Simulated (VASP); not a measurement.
# BaY3Si (P-6m2) in VASP: notebook, part 2 of 2

VASP 6.6.1.

## Step 3: Single point, PBE

This run uses another cell than the first one, of 34.37 Å³/atom.

The input, INCAR:

```
SYSTEM = BaY3Si
PREC = Accurate
ENCUT = 520
EDIFF = 1E-6
ISMEAR = 0
SIGMA = 0.1
LREAL = .FALSE.
LASPH = .TRUE.
NELM = 100
ALGO = Normal
ISIF = 2
LWAVE = .FALSE.
LCHARG = .TRUE.
GGA = PE
LELF = .TRUE.
LVHAR = .TRUE.
NBANDS = 32
```

The input, KPOINTS:

```
Automatic mesh
0
G
  6 6 2
  0 0 0
```

The input, POSCAR:

```
BaY3Si
1.0
    4.7204243399      0.0000000000      0.0000000000
   -2.3602121699      4.0880073950      0.0000000000
    0.0000000000      0.0000000000      8.9059281102
Ba Y Si
1 3 1
Direct
    0.6666666667      0.3333333333      0.5000000000
    0.3333333333      0.6666666667      0.5000000000
    0.6666666667      0.3333333333      0.1646844520
    0.6666666667      0.3333333333      0.8353155480
    0.3333333333      0.6666666667      0.0000000000
```

Potentials or basis: VASP PAW PBE potentials, release 64 (Ba_sv, Y_sv, Si).

The run is started by

```bash
$ cat potpaw_PBE.64/Ba_sv/POTCAR potpaw_PBE.64/Y_sv/POTCAR potpaw_PBE.64/Si/POTCAR > POTCAR
$ mpirun -np 1 vasp_std > vasp.out
```

OUTCAR:

```text
SYSTEM = BaY3Si
   PREC = Accurate
   ENCUT = 520
   EDIFF = 1E-6
   ISMEAR = 0
   LREAL = .FALSE.
   LASPH = .TRUE.
   NELM = 100
   ISIF = 2
   GGA = PE

 ion  position               nearest neighbor table
   1  0.667  0.333  0.500-   2 2.73   2 2.73   2 2.73   4 2.99   3 2.99
   2  0.333  0.667  0.500-   1 2.73   1 2.73   1 2.73   3 4.04   4 4.04   3 4.04   4 4.04   4 4.04
                             3 4.04
   3  0.667  0.333  0.165-   4 2.93   1 2.99   5 3.09   5 3.09   5 3.09   2 4.04   2 4.04   2 4.04

   4  0.667  0.333  0.835-   3 2.93   1 2.99   5 3.09   5 3.09   5 3.09   2 4.04   2 4.04   2 4.04

   5  0.333  0.667  0.000-   3 3.09   4 3.09   3 3.09   4 3.09   3 3.09   4 3.09

  LATTYP: Found a hexagonal cell.
 ALAT       =     4.7204243399
 C/A-ratio  =     1.8866795586

  Lattice vectors:

 A1 = (   4.7204243399,   0.0000000000,   0.0000000000)
 A2 = (  -2.3602121699,   4.0880073950,   0.0000000000)
 A3 = (   0.0000000000,   0.0000000000,   8.9059281102)

Analysis of symmetry for initial positions (statically):
[... 170 lines left out ...]

 val. band max:        2.4958945683   @ k =   0.1667  -0.0000   0.0000
 cond. band min:       2.6090642717   @ k =   0.3333   0.1667   0.0000
 fundamental gap:      0.1131697034
 Fermi energy:         2.5777188074

 k-point     1 :       0.0000    0.0000    0.0000
  band No.  band energies     occupation
      1     -40.3969      2.00000
      2     -40.3195      2.00000
      3     -40.2950      2.00000
      4     -25.6974      2.00000
      5     -20.8213      2.00000
      6     -20.7869      2.00000
[... 479 lines left out ...]
     31       4.5961      0.00000
     32       5.0440      0.00000

------------------------ aborting loop because EDIFF is reached ----------------------------------------

  FORCE on cell =-STRESS in cart. coord.  units (eV):
  Direction    XX          YY          ZZ          XY          YZ          ZX
  --------------------------------------------------------------------------------------
  -------------------------------------------------------------------------------------
  Total        0.8486710      0.8486710      0.2358998      0.0000000     -0.0000000      0.0000000
  in kB        7.9118502      7.9118502      2.1992077      0.0000000     -0.0000000      0.0000000
  external PRESSURE =       6.0076361 kB  Pullay stress =       0.0000000 kB

 VOLUME and BASIS-vectors are now :
 -----------------------------------------------------------------------------
  energy-cutoff  :      520.00
  volume of cell :      171.86
      direct lattice vectors                 reciprocal lattice vectors
     4.720424340  0.000000000  0.000000000     0.211845361  0.122308976  0.000000000
    -2.360212170  4.088007395  0.000000000     0.000000000  0.244617953  0.000000000
     0.000000000  0.000000000  8.905928110     0.000000000  0.000000000  0.112284760

 POSITION                                       TOTAL-FORCE (eV/Angst)
 -----------------------------------------------------------------------------------
      2.36021      1.36267      4.45296         0.000000      0.000000     -0.000000
     -0.00000      2.72534      4.45296         0.000000      0.000000     -0.000000
      2.36021      1.36267      1.46667        -0.000000      0.000000     -0.044676
      2.36021      1.36267      7.43926        -0.000000      0.000000      0.044676
     -0.00000      2.72534      0.00000         0.000000      0.000000     -0.000000
 -----------------------------------------------------------------------------------
    total drift:                               -0.000000      0.000000      0.000000

  FREE ENERGIE OF THE ION-ELECTRON SYSTEM (eV)
  ---------------------------------------------------
  free  energy   TOTEN  =       -21.8317340010 eV

  energy  without entropy=      -21.8090085673  energy(sigma->0) =      -21.82037128
```

OSZICAR:

```text
N       E                     dE             d eps       ncg     rms          rms(c)
DAV:   1     0.291307375866E+03    0.29131E+03   -0.21785E+04   912   0.133E+03
DAV:   2     0.285335484676E+01   -0.28845E+03   -0.27821E+03  1056   0.322E+02
DAV:   3    -0.227211678661E+02   -0.25575E+02   -0.24814E+02  1480   0.668E+01
DAV:   4    -0.243820167289E+02   -0.16608E+01   -0.16372E+01  1448   0.165E+01
DAV:   5    -0.244310427272E+02   -0.49026E-01   -0.48991E-01  1312   0.245E+00    0.343E+01
DAV:   6    -0.220040942020E+02    0.24269E+01   -0.71736E+00  1080   0.838E+00    0.230E+01
DAV:   7    -0.219206605395E+02    0.83434E-01   -0.26232E+00  1288   0.624E+00    0.912E+00
DAV:   8    -0.218467986288E+02    0.73862E-01   -0.68862E-01  1352   0.311E+00    0.151E+00
DAV:   9    -0.218323603731E+02    0.14438E-01   -0.10848E-01  1120   0.129E+00    0.788E-01
DAV:  10    -0.218317183126E+02    0.64206E-03   -0.13987E-02  1264   0.625E-01    0.223E-01
DAV:  11    -0.218316866178E+02    0.31695E-04   -0.10226E-03  1272   0.151E-01    0.623E-02
DAV:  12    -0.218317234959E+02   -0.36878E-04   -0.17342E-04  1264   0.698E-02    0.263E-02
DAV:  13    -0.218317291408E+02   -0.56448E-05   -0.28352E-05  1288   0.249E-02    0.111E-02
DAV:  14    -0.218317334602E+02   -0.43194E-05   -0.63159E-06  1056   0.125E-02    0.437E-03
DAV:  15    -0.218317340010E+02   -0.54082E-06   -0.15290E-06   976   0.632E-03
   1 F= -.21831734E+02 E0= -.21820371E+02  d E =-.227254E-01
```

It took 58 s on 1 thread of AMD EPYC 9R45 (Zen 5), shared host; peak memory 0.31 GiB.

Results:

```yaml
Free_energy: -21.8317 eV
Pressure: 0.6 GPa
Largest_force: 0.045 eV/Å
Band_gap_on_the_k_mesh: zero (an odd number of electrons rules out a gap without spin polarisation)
```

Forces in eV/Å, atoms in the order of the input:
```
Ba   0.000  0.000  0.000
Y    0.000  0.000  0.000
Y    0.000  0.000 -0.045
Y    0.000  0.000  0.045
Si   0.000  0.000  0.000
```

Stress tensor (GPa, compression positive):
```
0.79 0.00 0.00
0.00 0.79 0.00
0.00 0.00 0.22
```

Levels at points of the mesh, in eV from the Fermi level:
| k point | band 20 | band 21 | band 22 | band 23 | band 24 | band 25 | band 26 | band 27 |
| --- | --- | --- | --- | --- | --- | --- | --- | --- |
| (0.00, 0.00, 0.00) | -0.90 | -0.90 | -0.69 | 0.04 | 0.04 | 0.80 | 0.97 | 0.97 |
| (0.50, 0.00, 0.00) | -1.27 | -0.99 | -0.75 | -0.62 | -0.32 | -0.14 | 0.37 | 1.75 |
| (0.00, 0.00, 0.50) | -0.94 | -0.73 | -0.23 | -0.23 | 0.35 | 0.38 | 1.09 | 1.44 |
| (0.50, 0.00, 0.50) | -1.27 | -1.23 | -1.12 | -0.36 | 0.37 | 0.62 | 0.87 | 0.93 |

Caveat: spin-orbit coupling is left out, which moves the levels of the heavy elements.

## Step 4: Relaxation of cell and atoms, PBE

The input, INCAR:

```
SYSTEM = BaY3Si
ALGO = Normal
EDIFF = 1E-6
EDIFFG = -0.04
ENCUT = 600
GGA = PE
IBRION = 2
ISIF = 3
ISMEAR = 0
LASPH = .TRUE.
LCHARG = .FALSE.
LREAL = .FALSE.
LWAVE = .FALSE.
NELM = 60
NSW = 90
PREC = Accurate
SIGMA = 0.1
```

The input, KPOINTS:

```
k-points
0
G
  6 6 2
  0 0 0
```

The input, POSCAR:

```
BaY3Si
1.0
    4.3502217400      0.0000000000      0.0000000000
   -2.1751108700      3.7674025400      0.0000000000
    0.0000000000      0.0000000000      8.3562459100
Ba Y Si
1 3 1
Direct
    0.6666666700      0.3333333300      0.5000000000
    0.3333333300      0.6666666700      0.5000000000
    0.6666666700      0.3333333300      0.1809672000
    0.6666666700      0.3333333300      0.8190328000
    0.3333333300      0.6666666700      0.0000000000
```

The run is started by

```bash
$ cat potpaw_PBE.64/Ba_sv/POTCAR potpaw_PBE.64/Y_sv/POTCAR potpaw_PBE.64/Si/POTCAR > POTCAR
$ mpirun -np 1 vasp_std > vasp.out
```

Run time: 4.3 min. Hardware: 1 thread of AMD EPYC 9R45 (Zen 5), shared host; peak memory 0.31 GiB.

Results (log left out):

- Free energy: -21.8374 eV
- Relaxed volume: 35.00 Å³/atom
- Relaxed cell: a = 4.762 Å, b = 4.762 Å, c = 8.913 Å, α = 90.00°, β = 90.00°, γ = 120.00°
- Space group after relaxing (to 0.1 Å): P-6m2 (No. 187)
- Energy gained by relaxing: 330.8 meV/atom
- Ionic steps: 7
- Pressure after relaxing: -0.1 GPa
- Largest force after relaxing: 0.014 eV/Å
- Band gap on the k mesh: zero (an odd number of electrons rules out a gap without spin polarisation)

Forces in eV/Å, atoms in the order of the input:
```
Ba   0.000  0.000  0.000
Y    0.000  0.000  0.000
Y    0.000  0.000 -0.014
Y    0.000  0.000  0.014
Si   0.000  0.000  0.000
```

Stress tensor (GPa, compression positive):
```
-0.09  0.00  0.00
 0.00 -0.09  0.00
 0.00  0.00  0.02
```

Step by step:
| step | energy change (eV) | largest force (eV/Å) | pressure (GPa) | volume (Å³) |
| --- | --- | --- | --- | --- |
| 1 | 0.0000 | 1.7100 | 16.28 | 136.95 |
| 2 | -1.2629 | 0.7584 | -3.75 | 199.81 |
| 3 | -1.5764 | 0.7432 | -0.20 | 174.04 |
| 4 | -1.5766 | 0.7434 | -0.37 | 174.84 |
| 5 | -1.6225 | 0.5063 | -0.07 | 173.93 |
| 6 | -1.6498 | 0.0695 | 0.40 | 172.57 |
| 7 | -1.6541 | 0.0144 | -0.05 | 175.02 |

Final structure:
```
CELL_PARAMETERS angstrom
4.76167 0.00000 0.00000
-2.38083 4.12373 0.00000
0.00000 0.00000 8.91307
ATOMIC_POSITIONS crystal
Ba 0.66667 0.33333 0.50000
Y 0.33333 0.66667 0.50000
Y 0.66667 0.33333 0.16357
Y 0.66667 0.33333 0.83643
Si 0.33333 0.66667 0.00000
```

Levels at points of the mesh, in eV from the Fermi level:
| k point | band 21 | band 22 | band 23 | band 24 | band 25 | band 26 |
| --- | --- | --- | --- | --- | --- | --- |
| (0.00, 0.00, 0.00) | -0.91 | -0.69 | 0.05 | 0.05 | 0.82 | 0.94 |
| (0.50, 0.00, 0.00) | -0.99 | -0.70 | -0.58 | -0.33 | -0.15 | 0.38 |
| (0.00, 0.00, 0.50) | -0.74 | -0.22 | -0.22 | 0.38 | 0.42 | 1.03 |
| (0.50, 0.00, 0.50) | -1.21 | -1.09 | -0.35 | 0.38 | 0.62 | 0.87 |

Caveat: the k points lie up to 0.35 Å⁻¹ apart in the final cell, too coarse for converged energies and pressures of a metal; the volume moved by over 15 % at a fixed basis, so the end points are rough; spin-orbit coupling is left out, which moves the levels of the heavy elements.

## Step 5: Overview

```tsv
task	cell	cutoff (eV)	gap on the mesh (eV)	pressure (GPa)	largest force (eV/Å)
single point	a = 4.350, b = 4.350, c = 8.356 Å, angles 90.0, 90.0, 120.0°, 5 atoms, atomic positions A	520	none	16.3	1.71
single point	a = 4.720, b = 4.720, c = 8.906 Å, angles 90.0, 90.0, 120.0°, 5 atoms, atomic positions B	520	none	0.6	0.04
relaxation of cell and atoms	relaxed from a = 4.350, b = 4.350, c = 8.356 Å, angles 90.0, 90.0, 120.0°, 5 atoms, atomic positions A	600	none	-0.1	0.01
```

Alike in all rows: level PBE; potentials or basis VASP PAW PBE potentials, release 64 (Ba_sv, Y_sv, Si); no spin polarisation; k mesh 6 × 6 × 2; smearing gaussian 0.1 eV.

Caveats: some runs use coarse meshes; spin-orbit coupling is left out, which moves the levels of the heavy elements; forces of over 1 eV/Å act on the atoms, so gaps and moduli don't describe the material at rest (at least some runs); the volume moved by over 15 % at a fixed basis, so the end points are rough (at least some runs).

Absolute energies hang on the potentials; compare differences alone.
